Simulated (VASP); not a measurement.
FeAu, 2 atoms in the cell. The structure is trigonal, space group R-3m (No. 166). The conventional cell has a = 2.824 Å, b = 2.824 Å, c = 13.613 Å, α = 90.00°, β = 90.00°, γ = 120.00°. Au (site symmetry -3m) has 6 Fe at 2.79 Å and 6 Au at 2.82 Å within 3.7 Å. Fe (site symmetry -3m) has 6 Au at 2.79 Å and 6 Fe at 2.82 Å within 3.7 Å. 

```yaml
Program: VASP 6.6.1
Task: single point
Functional: revPBE
Potentials_or_basis: VASP PAW PBE potentials, release 64 (Au, Fe)
Cutoff: 600 eV
k_mesh: 11 × 11 × 11
Occupations: fermi-dirac, width 0.05 eV
Spin: collinear spin, ferromagnetic start
Starting_moments: "[0.0, 3.0] μB"
Dipole_correction: no
Further_INCAR_settings: ALGO = Normal; EDIFF = 1e-06; NBANDS = 20
```

Potentials or basis: VASP PAW PBE potentials, release 64 (Au, Fe).

The run is started by

```console
$ cat potpaw_PBE.64/Au/POTCAR potpaw_PBE.64/Fe/POTCAR > POTCAR
$ mpirun -np 1 vasp_std > vasp.out
```

Hardware: 1 thread of Oxide Virtual Turin-like Processor (shared host).

Q: Estimate the wall time of this run.

A: Run time: 9.6 min on 1 thread of Oxide Virtual Turin-like Processor, on a shared host, peak memory 0.39 GiB. Counts: scf iterations 15, k points 146.
